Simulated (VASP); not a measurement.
Wanted: the native input for a VASP 6.6.1 run.

| Quantity | Value |
| --- | --- |
| Task | relaxation of cell and atoms |
| Functional | PBE |
| Potentials or basis | VASP PAW PBE potentials, release 64 (Br) |
| Cutoff | 500 eV |
| k mesh | 6 × 6 × 6 |
| Occupations | gaussian, width 0.02 eV |
| Spin | no spin polarisation |
| Dipole correction | no |
| Further INCAR settings | ALGO = Normal; EDIFF = 1e-07; IBRION = 2; EDIFFG = -0.03; NSW = 80; ISIF = 3 |

The structure of Br lies in POSCAR:

```
Br
1.0
    0.0000000000      3.2400000000      3.2400000000
    3.2400000000      0.0000000000      3.2400000000
    3.2400000000      3.2400000000      0.0000000000
Br
2
Direct
    1.0000000000      1.0000000000      1.0000000000
    0.2500000000      0.2500000000      0.2500000000
```

One way to write it, as run:

INCAR

```
ALGO = Normal ; EDIFF = 1E-7
EDIFFG = -0.03 ; ENCUT = 500
GGA = PE ; GGA_COMPAT = False
IBRION = 2 ; ISIF = 3
ISMEAR = 0 ; LASPH = True
LCHARG = False ; LREAL = False
LWAVE = False ; NELM = 120
NELMIN = 4 ; NSW = 80
PREC = Accurate ; SIGMA = 0.02
```

KPOINTS

```
k-points
0
Gamma
  6 6 6
```

Potentials or basis: VASP PAW PBE potentials, release 64 (Br).

The run is started by

```console
$ cat potpaw_PBE.64/Br/POTCAR > POTCAR
$ mpirun -np 1 vasp_std > vasp.out
```

Results of the run:

- Relaxed volume: 42.76 Å³/atom
- Relaxed cell: a = 4.945 Å, b = 4.945 Å, c = 4.945 Å, α = 60.00°, β = 60.00°, γ = 60.00°
- Space group after relaxing (to 0.1 Å): Fd-3m (No. 227)
- Energy gained by relaxing: 138.7 meV/atom
- Ionic steps: 4
- Pressure after relaxing: 0.0 GPa
- Band gap on the k mesh: zero (bands 7 and 8 overlap by 1.21 eV)

Caveat: the volume moved by over 15 % at a fixed basis, so the end points are rough.

Wall time 18 s on 1 thread of Intel(R) Xeon(R) 6975P-C (Granite Rapids), on a shared host, peak memory 0.2 GiB.
